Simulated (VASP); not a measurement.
SnSe2, 3 atoms in the cell. Symmetry: Fm-3m, No. 225, cubic system. The conventional cell has a = 6.351 Å, b = 6.351 Å, c = 6.351 Å, α = 90.00°, β = 90.00°, γ = 90.00°. Within 3.6 Å of Sn (site symmetry m-3m) lie 8 Se at 2.75 Å. Within 3.6 Å of Se (site symmetry -43m) lie 4 Sn at 2.75 Å and 6 Se at 3.18 Å. 

* Program: VASP 6.6.1
* Task: single point
* Functional: PBE
* Potentials or basis: VASP PAW PBE potentials, release 64 (Sn_d, Se)
* Cutoff: 500 eV
* k mesh: 6 × 6 × 6
* Occupations: fermi-dirac, width 0.02 eV
* Spin: no spin polarisation
* Dipole correction: no
* Further INCAR settings: ALGO = Normal; EDIFF = 1e-06; NBANDS = 20

Potentials or basis: VASP PAW PBE potentials, release 64 (Sn_d, Se).

Run with:

```bash
$ cat potpaw_PBE.64/Sn_d/POTCAR potpaw_PBE.64/Se/POTCAR > POTCAR
$ mpirun -np 1 vasp_std > vasp.out
```

Hardware: 1 thread of Intel(R) Xeon(R) 6975P-C (Granite Rapids) (shared host).

Problem. How long does it take, and how much memory?

Solution. Run time: 11 s on 1 thread of Intel(R) Xeon(R) 6975P-C (Granite Rapids), on a shared host, peak memory 0.2 GiB. Counts: scf iterations 13, k points 16.
